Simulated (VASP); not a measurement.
BiRu:

```xyz
2
Lattice="0.0000 2.8288 2.8288 2.8288 0.0000 2.8288 2.8288 2.8288 0.0000" Properties=species:S:1:pos:R:3 pbc="T T T"
Ru    0.0000    0.0000    0.0000
Bi    2.8288    2.8288    2.8288
```

Base run:

```yaml
Program: VASP 6.6.1
Functional: LDA
Potentials_or_basis: VASP PAW LDA potentials, release 64 (Ru_pv, Bi_d)
Cutoff: 500 eV
k_mesh: 6 × 6 × 6
Occupations: fermi-dirac, width 0.1 eV
Spin: no spin polarisation
```

Its results: band gap on the k mesh zero (an odd number of electrons rules out a gap without spin polarisation); pressure -12.7 GPa.

Q: The run is repeated on the same cell with these changes: functional from LDA to PBEsol; potentials or basis from VASP PAW LDA potentials, release 64 (Ru_pv, Bi_d) to VASP PAW PBE potentials, release 64 (Ru_pv, Bi_d). What comes out?

A: Band gap on the k mesh zero (an odd number of electrons rules out a gap without spin polarisation); pressure -10.3 GPa.

Caveats: the cell stands under tension; spin-orbit coupling is left out, which moves the levels of the heavy elements; the PAW data sets were made with another functional, which shifts forces and pressure a little (at least some runs).
